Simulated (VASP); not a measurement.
# Ti (Fm-3m) in VASP: further runs

Runs on Ti. Level: r2SCAN. Tasks: relaxation of cell and atoms, single point.

Everything below comes from runs of VASP 6.6.1. Logs are shortened: lines on timing, memory, paths and dates and some standing lists are left out, and cuts for length are marked.

## Step 1: The cell of the first run

Symmetry: Fm-3m, No. 225, cubic system. Conventional cell: a = 4.134 Å, b = 4.134 Å, c = 4.134 Å, α = 90.00°, β = 90.00°, γ = 90.00°. Within 3.8 Å of Ti (site symmetry m-3m) lie 12 Ti at 2.92 Å.

This isn't the form of Ti at room conditions, which is hcp.

## Step 2: Relaxation of cell and atoms, r2SCAN, collinear spin

Input file POSCAR:

```
Ti
1.0
    0.0000000000      2.0668332624      2.0668332624
    2.0668332624      0.0000000000      2.0668332624
    2.0668332624      2.0668332624      0.0000000000
Ti
1
Direct
    0.0000000000      0.0000000000      0.0000000000
```

Input file INCAR.step1:

```
PREC = Accurate ; ENCUT = 600
ISMEAR = -1 ; SIGMA = 0.05
LREAL = F ; LASPH = T
NELM = 150 ; ISPIN = 2
MAGMOM = 1 ; LMAXMIX = 4
GGA = PE ; ALGO = Normal
EDIFF = 1E-4 ; LWAVE = T
LCHARG = F
```

Input file INCAR.step2:

```
PREC = Accurate ; ENCUT = 600
EDIFF = 1E-6 ; ISMEAR = -1
SIGMA = 0.05 ; LREAL = F
LASPH = T ; NELM = 150
ALGO = Normal ; ISIF = 3
LWAVE = F ; LCHARG = F
ISPIN = 2 ; MAGMOM = 1
LORBIT = 11 ; LMAXMIX = 4
METAGGA = R2SCAN ; LMIXTAU = T
IBRION = 2 ; NSW = 80
EDIFFG = -0.01 ; ISTART = 1
```

Input file KPOINTS:

```
regular mesh
0
Gamma
  13 13 13
```

Potentials or basis: VASP PAW PBE potentials, release 64 (Ti_sv).

Launch:

```
$ cat potpaw_PBE.64/Ti_sv/POTCAR > POTCAR
$ cp INCAR.step1 INCAR
$ mpirun -np 1 vasp_std > vasp.out
$ cp INCAR.step2 INCAR
$ mpirun -np 1 vasp_std > vasp.out
```

OUTCAR:

```text
PREC = Accurate
   ENCUT = 600
   EDIFF = 1E-6
   ISMEAR = -1
   LREAL = F
   LASPH = T
   NELM = 150
   ISIF = 3
   ISPIN = 2
   LORBIT = 11
   METAGGA = R2SCAN
   IBRION = 2
   NSW = 80
   EDIFFG = -0.01
   ISTART = 1

 ion  position               nearest neighbor table
   1  0.000  0.000  0.000-

  LATTYP: Found a face centered cubic cell.
 ALAT       =     4.1336665248

  Lattice vectors:

 A1 = (   0.0000000000,   2.0668332624,   2.0668332624)
 A2 = (   2.0668332624,   0.0000000000,   2.0668332624)
 A3 = (   2.0668332624,   2.0668332624,   0.0000000000)

Analysis of symmetry for initial positions (statically):
=====================================================================
 Subroutine PRICEL returns:
 Original cell was already a primitive cell.

 Routine SETGRP: Setting up the symmetry group for a
 face centered cubic supercell.

 Subroutine GETGRP returns: Found 48 space group operations
 (whereof 48 operations were pure point group operations)
 out of a pool of 48 trial point group operations.

The static configuration has the point symmetry O_h .

Analysis of symmetry for dynamics (positions and initial velocities):
=====================================================================
 Subroutine PRICEL returns:
 Original cell was already a primitive cell.

 Routine SETGRP: Setting up the symmetry group for a
 face centered cubic supercell.

 Subroutine GETGRP returns: Found 48 space group operations
 (whereof 48 operations were pure point group operations)
 out of a pool of 48 trial point group operations.

The dynamic configuration has the point symmetry O_h .

Analysis of structural, dynamic, and magnetic symmetry:
=====================================================================
 Subroutine PRICEL returns:
 Original cell was already a primitive cell.

 Routine SETGRP: Setting up the symmetry group for a
 face centered cubic supercell.

 Subroutine GETGRP returns: Found 48 space group operations
 (whereof 48 operations were pure point group operations)
 out of a pool of 48 trial point group operations.

The overall configuration has the point symmetry O_h .

 Subroutine INISYM returns: Found 48 space group operations
 (whereof 48 operations are pure point group operations),
 and found     1 'primitive' translations

----------------------------------------------------------------------------------------

                                     Primitive cell

  volume of cell :      17.6582

  direct lattice vectors                    reciprocal lattice vectors
     0.000000000  2.066833262  2.066833262    -0.241915983  0.241915983  0.241915983
     2.066833262  0.000000000  2.066833262     0.241915983 -0.241915983  0.241915983
     2.066833262  2.066833262  0.000000000     0.241915983  0.241915983 -0.241915983

  length of vectors
     2.922943631  2.922943631  2.922943631     0.419010773  0.419010773  0.419010773

  position of ions in fractional coordinates (direct lattice)
     0.000000000  0.000000000  0.000000000

  ion indices of the primitive-cell ions
   primitive index   ion index
                 1           1

----------------------------------------------------------------------------------------

 KPOINTS: regular mesh

Automatic generation of k-mesh.
 Grid dimensions read from file:
 generate k-points for:   13   13   13

 Generating k-lattice:

  Cartesian coordinates                     Fractional coordinates (reciprocal lattice)
    -0.018608922  0.018608922  0.018608922     0.076923077  0.000000000  0.000000000
     0.018608922 -0.018608922  0.018608922     0.000000000  0.076923077  0.000000000
     0.018608922  0.018608922 -0.018608922     0.000000000  0.000000000  0.076923077

  Length of vectors
     0.032231598  0.032231598  0.032231598

  Shift w.r.t. Gamma in fractional coordinates (k-lattice)
     0.000000000  0.000000000  0.000000000

 Subroutine IBZKPT returns following result:
 ===========================================

 Found     84 irreducible k-points:

 Following reciprocal coordinates:
            Coordinates               Weight
  0.000000  0.000000  0.000000      1.000000
  0.076923  0.000000  0.000000      8.000000
  0.153846  0.000000  0.000000      8.000000
  0.230769  0.000000  0.000000      8.000000
  0.307692  0.000000  0.000000      8.000000
  0.384615  0.000000  0.000000      8.000000
[... 16 lines left out ...]
  0.384615  0.153846  0.000000     24.000000
  0.461538  0.153846  0.000000     24.000000
 [... further k-points ...]
   k-points           NKPTS =     84   k-points in BZ     NKDIM =     84   number of bands    NBANDS=     11
   number of dos      NEDOS =    301   number of ions     NIONS =      1
   total plane-waves  NPLWV =  13824
   dimension x,y,z NGX =    24 NGY =   24 NGZ =   24
   dimension x,y,z NGXF=    48 NGYF=   48 NGZF=   48
   ions per type =               1
   NGX,Y,Z   is equivalent  to a cutoff of  13.65, 13.65, 13.65 a.u.
   NGXF,Y,Z  is equivalent  to a cutoff of  27.30, 27.30, 27.30 a.u.
 SYSTEM =  unknown system
   PREC   = accura    normal or accurate (medium, high low for compatibility)
   ISTART =      1    job   : 0-new  1-cont  2-samecut
   ICHARG =      0    charge: 1-file 2-atom 10-const
   ISPIN  =      2    spin polarized calculation?
   LNONCOLLINEAR =      F non collinear calculations
   LSORBIT =      F    spin-orbit coupling
   LASPH  =      T    aspherical Exc in radial PAW
   ENCUT  =  600.0 eV  44.10 Ry    6.64 a.u.   5.84  5.84  5.84*2*pi/ulx,y,z
   NELM   =    150;   NELMIN=  2; NELMDL=  0     # of ELM steps
   EDIFF  = 0.1E-05   stopping-criterion for ELM
   LREAL  =      F    real-space projection
   EDIFFG = -.1E-01   stopping-criterion for IOM
   NSW    =     80    number of steps for IOM
   IBRION =      2    ionic relax: 0-MD 1-quasi-New 2-CG
   NFREE  =      1    steps in history (QN), initial steepest desc. (CG)
   ISIF   =      3    stress and relaxation
   ISYM   =      2    0-nonsym 1-usesym 2-fastsym
   POTIM  = 0.5000    time-step for ionic-motion
   TEBEG  =    0.0;   TEEND  =   0.0 temperature during run
   PSTRESS=    0.0 pullay stress
   NELECT =      12.0000    total number of electrons
   NUPDOWN=      -1.0000    fix difference up-down
   EMIN   =  10.00;   EMAX   =-10.00  energy-range for DOS
   EFERMI =   0.00;   METHOD = LEGACY
   ISMEAR =    -1;   SIGMA  =   0.05  broadening in eV -4-tet -1-fermi 0-gaus
   EFERMI_NEDOS =   21; number of points for ismear=-14 and -15
   IALGO  =     38    algorithm
   IMIX   =      4    mixing-type and parameters
     AMIX     =   0.40;   BMIX     =  1.00
     AMIX_MAG =   1.60;   BMIX_MAG =  1.00
  volume/ion in A,a.u.               =      17.66       119.16
  Fermi-wavevector in a.u.,A,eV,Ry     =   1.439306  2.719894 28.185854  2.071602
  Thomas-Fermi vector in A             =   2.558176
   LORBIT       =     11    0 simple, 1 ext, 2 COOP (PROOUT), +10 PAW based schemes
   METAGGA = R2SCAN    functional components
   LHFCALC =     F    Hartree Fock is set to
   AEXX    =    0.0000 exact exchange contribution
   IVDW    =     0    specifies the selected vdW correction
   LEPSILON=     F    determine dielectric tensor
   LRPA    =     F    only Hartree local field effects (RPA)
 conjugate gradient relaxation of ions
 spin polarized calculation
  energy-cutoff  :      600.00
  volume of cell :       17.66
 maximum number of plane-waves:       609
   NGX = 11   NGY = 11   NGZ = 11

--------------------------------------- Ionic step        1  -------------------------------------------

 number of electron      12.0000000 magnetization      -0.0003092

 Free energy of the ion-electron system (eV)
  ---------------------------------------------------
  ext. energy  EPLUGINS =         0.00000000
  ---------------------------------------------------
  free energy    TOTEN  =       -12.88469572 eV

  energy without entropy =      -12.87095382  energy(sigma->0) =      -12.87782477

------------------------ aborting loop because EDIFF is reached ----------------------------------------

  FORCE on cell =-STRESS in cart. coord.  units (eV):
  Direction    XX          YY          ZZ          XY          YZ          ZX
  --------------------------------------------------------------------------------------
  -------------------------------------------------------------------------------------
  Total       -0.1665680     -0.1665680     -0.1665680     -0.0000000      0.0000000     -0.0000000
  in kB      -15.1131823    -15.1131823    -15.1131823     -0.0000000      0.0000000     -0.0000000
  external PRESSURE =     -15.1131823 kB  Pullay stress =       0.0000000 kB
[... 195 lines left out ...]
  energy  without entropy=      -12.8725423092  energy(sigma->0) =      -12.87920924

--------------------------------------- Ionic step        7  -------------------------------------------

 number of electron      12.0000002 magnetization      -0.0000000

 Free energy of the ion-electron system (eV)
  ---------------------------------------------------
  ext. energy  EPLUGINS =         0.00000000
  ---------------------------------------------------
  free energy    TOTEN  =       -12.88587881 eV

  energy without entropy =      -12.87255696  energy(sigma->0) =      -12.87921789

 E-fermi :   8.1972     XC(G=0): -12.3973

 val. band max:        8.1952621223   @ k =  -0.3077   0.2308   0.0000
 cond. band min:       8.1977204791   @ k =  -0.3846   0.3077   0.1538
 fundamental gap:      0.0024583568
 Fermi energy:         8.1971509767

 spin component 1

 k-point     1 :       0.0000    0.0000    0.0000
  band No.  band energies     occupation
      1     -50.8439      1.00000
      2     -25.6510      1.00000
      3     -25.6509      1.00000
      4     -25.6509      1.00000
      5       1.7376      1.00000
      6       9.2041      0.00000
      7       9.2041      0.00000
      8       9.2041      0.00000
      9      11.0035      0.00000
     10      11.0035      0.00000
     11      23.9677      0.00000
[... 309 lines left out ...]
 k-point    24 :       0.4615    0.1538    0.0000
  band No.  band energies     occupation
      1     -50.7137      1.00000
      2     -26.2531      1.00000
      3     -25.8141      1.00000
      4     -25.7736      1.00000
      5       5.8021      1.00000
      6       7.6999      0.99995
      7       8.8094      0.00000
      8       9.6963      0.00000
      9      12.0669      0.00000
     10      12.4397      0.00000
     11      17.6555      0.00000

 [... further k-points ...]

 spin component 2

 k-point     1 :       0.0000    0.0000    0.0000
  band No.  band energies     occupation
      1     -50.8439      1.00000
      2     -25.6510      1.00000
      3     -25.6509      1.00000
      4     -25.6509      1.00000
      5       1.7376      1.00000
      6       9.2041      0.00000
      7       9.2041      0.00000
      8       9.2041      0.00000
      9      11.0035      0.00000
     10      11.0035      0.00000
     11      23.9677      0.00000
[... 350 lines left out ...]
  FREE ENERGIE OF THE ION-ELECTRON SYSTEM (eV)
  ---------------------------------------------------
  free  energy   TOTEN  =       -12.8858788112 eV

  energy  without entropy=      -12.8725569596  energy(sigma->0) =      -12.87921789

 reached required accuracy - stopping structural energy minimisation

 total charge

# of ion       s       p       d       tot
------------------------------------------
    1        2.245   6.136   1.837  10.217

 magnetization (x)

# of ion       s       p       d       tot
------------------------------------------
    1       -0.000   0.000   0.000   0.000
```

It took 9.8 min on 1 thread of Oxide Virtual Turin-like, shared host; peak memory 0.15 GiB.

What came out:

- Free energy: -12.8859 eV
- Relaxed volume: 17.42 Å³/atom
- Relaxed cell: a = 2.910 Å, b = 2.910 Å, c = 2.910 Å, α = 60.00°, β = 60.00°, γ = 60.00°
- Space group after relaxing (to 0.1 Å): Fm-3m (No. 225)
- Energy gained by relaxing: 1.2 meV/atom
- Ionic steps: 7
- Pressure after relaxing: -0.1 GPa
- Band gap on the k mesh: zero (filled and empty bands overlap)
- Net moment: 0.00 μB per cell
- Valence electrons inside the program's atomic spheres: Ti 10.22

Step by step:
```
step  energy change (eV)  largest force (eV/Å)  pressure (GPa)  volume (Å³)
   1              0.0000                0.0000           -1.51        17.66
   2             -0.0006                0.0000            1.11        17.24
   3             -0.0012                0.0000            0.31        17.41
   4             -0.0011                0.0000           -0.19        17.45
   5             -0.0012                0.0000           -0.19        17.44
   6             -0.0012                0.0000           -0.09        17.42
   7             -0.0012                0.0000           -0.05        17.42
```

Final structure:
```cif
data_structure
_symmetry_space_group_name_H-M 'P 1'
_symmetry_Int_Tables_number 1
_cell_length_a 2.9096
_cell_length_b 2.9096
_cell_length_c 2.9096
_cell_angle_alpha 60.000
_cell_angle_beta 60.000
_cell_angle_gamma 60.000
_cell_volume 17.42
loop_
_atom_site_label
_atom_site_type_symbol
_atom_site_fract_x
_atom_site_fract_y
_atom_site_fract_z
_atom_site_occupancy
Ti1 Ti 0.00000 0.00000 0.00000 1
```

Levels at points of the mesh, in eV from the Fermi level:
Spin up:
| k point | band 3 | band 4 | band 5 | band 6 | band 7 | band 8 | band 9 | band 10 |
| --- | --- | --- | --- | --- | --- | --- | --- | --- |
| (0.00, 0.00, 0.00) | -33.85 | -33.85 | -6.46 | 1.01 | 1.01 | 1.01 | 2.81 | 2.81 |
Spin down:
| k point | band 4 | band 5 | band 6 | band 7 | band 8 | band 9 |
| --- | --- | --- | --- | --- | --- | --- |
| (0.00, 0.00, 0.00) | -33.85 | -6.46 | 1.01 | 1.01 | 1.01 | 2.81 |

Caveat: the PAW data sets were made with another functional, which shifts forces and pressure a little.

## Step 3: Single point, r2SCAN, collinear spin

This run uses another cell than the first one, of 17.34 Å³/atom.

Input file POSCAR:

```
Ti
1.0
    0.0000000000      2.0543691073      2.0543691073
    2.0543691073      0.0000000000      2.0543691073
    2.0543691073      2.0543691073      0.0000000000
Ti
1
Direct
    0.0000000000      0.0000000000      0.0000000000
```

Input file INCAR.step1:

```
PREC = Accurate ; ENCUT = 520
ISMEAR = -1 ; SIGMA = 0.05
LREAL = F ; LASPH = T
NELM = 150 ; ISPIN = 2
MAGMOM = 1 ; LMAXMIX = 4
NBANDS = 16 ; GGA = PE
ALGO = Normal ; EDIFF = 1E-4
LWAVE = T ; LCHARG = F
```

Input file INCAR.step2:

```
PREC = Accurate ; ENCUT = 520
EDIFF = 1E-7 ; ISMEAR = -1
SIGMA = 0.05 ; LREAL = F
LASPH = T ; NELM = 150
ALGO = Normal ; ISIF = 2
LWAVE = F ; LCHARG = T
ISPIN = 2 ; MAGMOM = 1
LORBIT = 11 ; LMAXMIX = 4
METAGGA = R2SCAN ; LMIXTAU = T
LELF = T ; LVHAR = T
NBANDS = 16 ; ISTART = 1
```

Input file KPOINTS:

```
regular mesh
0
Gamma
  22 22 22
```

Potentials or basis: VASP PAW PBE potentials, release 64 (Ti_sv).

Launch:

```
$ cat potpaw_PBE.64/Ti_sv/POTCAR > POTCAR
$ cp INCAR.step1 INCAR
$ mpirun -np 1 vasp_std > vasp.out
$ cp INCAR.step2 INCAR
$ mpirun -np 1 vasp_std > vasp.out
```

It took 19 min on 1 thread of Oxide Virtual Turin-like, shared host; peak memory 0.23 GiB.

It converged, with:

```
Free energy                                           : -12.8860 eV
Pressure                                              : 0.6 GPa
Band gap on the k mesh                                : zero (filled and empty bands overlap)
Net moment                                            : 0.00 μB per cell
Valence electrons inside the program's atomic spheres : Ti 10.22
```

Levels at points of the mesh, in eV from the Fermi level:
Spin up:
```csv
k point,band 4,band 5,band 6,band 7,band 8,band 9
"(0.00, 0.00, 0.00)",-33.84,-6.47,1.00,1.00,1.00,2.81
"(0.50, 0.00, 0.00)",-33.93,-2.71,0.45,0.93,0.93,3.84
"(0.50, 0.50, 0.00)",-34.09,-2.66,-1.78,2.82,3.90,4.07
```
Spin down:
```tsv
k point	band 4	band 5	band 6	band 7	band 8	band 9
(0.00, 0.00, 0.00)	-33.84	-6.47	1.00	1.00	1.00	2.81
(0.50, 0.00, 0.00)	-33.93	-2.71	0.45	0.93	0.93	3.84
(0.50, 0.50, 0.00)	-34.09	-2.66	-1.78	2.82	3.90	4.07
```

Caveat: the PAW data sets were made with another functional, which shifts forces and pressure a little.

## Step 4: Single point, r2SCAN, collinear spin (17.34 Å³/atom)

This run uses another cell than the first one, of 17.34 Å³/atom.

POSCAR is that of step 3.

Input file INCAR.step1:

```
SYSTEM = Ti
  ALGO = Normal
  EDIFF = 1E-4
  ENCUT = 520
  GGA = PE
  ISMEAR = -1
  ISPIN = 2
  LASPH = .TRUE.
  LCHARG = .FALSE.
  LMAXMIX = 4
  LREAL = .FALSE.
  LWAVE = .TRUE.
  MAGMOM = 1
  NBANDS = 16
  NELM = 150
  PREC = Accurate
  SIGMA = 0.05
```

Input file INCAR.step2:

```
SYSTEM = Ti
  ALGO = Normal
  EDIFF = 1E-6
  ENCUT = 520
  ISIF = 2
  ISMEAR = -1
  ISPIN = 2
  ISTART = 1
  LASPH = .TRUE.
  LCHARG = .TRUE.
  LELF = .TRUE.
  LMAXMIX = 4
  LMIXTAU = .TRUE.
  LORBIT = 11
  LREAL = .FALSE.
  LVHAR = .TRUE.
  LWAVE = .FALSE.
  MAGMOM = 1
  METAGGA = R2SCAN
  NBANDS = 16
  NELM = 150
  PREC = Accurate
  SIGMA = 0.05
```

Input file KPOINTS:

```
k-points
0
G
  22 22 22
  0 0 0
```

Launch:

```
$ cat potpaw_PBE.64/Ti_sv/POTCAR > POTCAR
$ cp INCAR.step1 INCAR
$ mpirun -np 1 vasp_std > vasp.out
$ cp INCAR.step2 INCAR
$ mpirun -np 1 vasp_std > vasp.out
```

Run time: 14 min. Hardware: 1 thread of Oxide Virtual Turin-like, shared host; peak memory 0.22 GiB.

It converged, with:

| Quantity | Value |
| --- | --- |
| Free energy | -12.8860 eV |
| Pressure | 0.5 GPa |
| Band gap on the k mesh | zero (filled and empty bands overlap) |
| Net moment | 0.00 μB per cell |
| Valence electrons inside the program's atomic spheres | Ti 10.22 |

Levels at points of the mesh, in eV from the Fermi level:
Spin up:
```tsv
k point	band 4	band 5	band 6	band 7	band 8	band 9
(0.00, 0.00, 0.00)	-33.84	-6.47	1.00	1.00	1.00	2.81
(0.50, 0.00, 0.00)	-33.93	-2.71	0.45	0.93	0.93	3.84
(0.50, 0.50, 0.00)	-34.09	-2.66	-1.78	2.82	3.90	4.08
```
Spin down:
```csv
k point,band 3,band 4,band 5,band 6,band 7,band 8,band 9,band 10
"(0.00, 0.00, 0.00)",-33.84,-33.84,-6.47,1.00,1.00,1.00,2.81,2.81
"(0.50, 0.00, 0.00)",-33.93,-33.93,-2.71,0.45,0.93,0.93,3.84,3.84
"(0.50, 0.50, 0.00)",-34.09,-34.09,-2.66,-1.78,2.82,3.90,4.07,4.07
```

Caveat: the PAW data sets were made with another functional, which shifts forces and pressure a little.

(Continued in part 2 of 2.)
